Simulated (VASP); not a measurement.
Set up this calculation in VASP 6.6.1, as the native input.

```yaml
Task: single point
Functional: r2SCAN
Potentials_or_basis: VASP PAW PBE potentials, release 64 (Ti_sv, O)
Cutoff: 520 eV
k_mesh: 12 × 12 × 18
Occupations: gaussian, width 0.15 eV
Spin: no spin polarisation
Dipole_correction: no
Further_INCAR_settings: ALGO = Normal; EDIFF = 1e-07; NBANDS = 36
```

Crystal: TiO.

```
CELL_PARAMETERS angstrom
4.98012 0.00000 0.00000
-2.49006 4.31291 0.00000
0.00000 0.00000 2.86542
ATOMIC_POSITIONS crystal
Ti 0.66667 0.33333 0.50000
Ti 0.33333 0.66667 0.50000
Ti 0.00000 0.00000 0.00000
O 0.60577 0.60577 0.00000
O 0.39423 0.00000 0.00000
O 0.00000 0.39423 0.00000
```

The input as run:

POSCAR

```
TiO
1.0
    4.9801152658      0.0000000000      0.0000000000
   -2.4900576329      4.3129063340      0.0000000000
    0.0000000000      0.0000000000      2.8654226597
Ti O
3 3
Direct
    0.6666666667      0.3333333333      0.5000000000
    0.3333333333      0.6666666667      0.5000000000
    0.0000000000      0.0000000000      0.0000000000
    0.6057670848      0.6057670848      0.0000000000
    0.3942329152      0.0000000000      0.0000000000
    0.0000000000      0.3942329152      0.0000000000
```

INCAR.step1

```
SYSTEM = TiO
PREC = Accurate
ENCUT = 520
ISMEAR = 0
SIGMA = 0.15
LREAL = .False.
LASPH = .True.
NELM = 60
NBANDS = 36
GGA = PE
ALGO = Normal
EDIFF = 1E-4
LWAVE = .True.
LCHARG = .False.
```

INCAR.step2

```
SYSTEM = TiO
PREC = Accurate
ENCUT = 520
EDIFF = 1E-7
ISMEAR = 0
SIGMA = 0.15
LREAL = .False.
LASPH = .True.
NELM = 60
ALGO = Normal
ISIF = 2
LWAVE = .False.
LCHARG = .False.
METAGGA = R2SCAN
LMIXTAU = .True.
NBANDS = 36
ISTART = 1
```

KPOINTS

```
Automatic mesh
0
Gamma
  12 12 18
  0 0 0
```

Potentials or basis: VASP PAW PBE potentials, release 64 (Ti_sv, O).

Run with:

```sh
$ cat potpaw_PBE.64/Ti_sv/POTCAR potpaw_PBE.64/O/POTCAR > POTCAR
$ cp INCAR.step1 INCAR
$ mpirun -np 1 vasp_std > vasp.out
$ cp INCAR.step2 INCAR
$ mpirun -np 1 vasp_std > vasp.out
```

It gave:

| Property | Result |
| --- | --- |
| Pressure | 1.6 GPa |
| Largest force | 0.027 eV/Å |
| Band gap on the k mesh | zero (bands 27 and 28 overlap by 1.36 eV) |

Caveat: the PAW data sets were made with another functional, which shifts forces and pressure a little; semilocal functionals often make such compounds metallic where correlation or magnetic order opens a gap, which also shifts bond lengths.

It took 53 min on 1 thread of Intel Xeon 8259CL (shared host), peak memory 0.44 GiB.
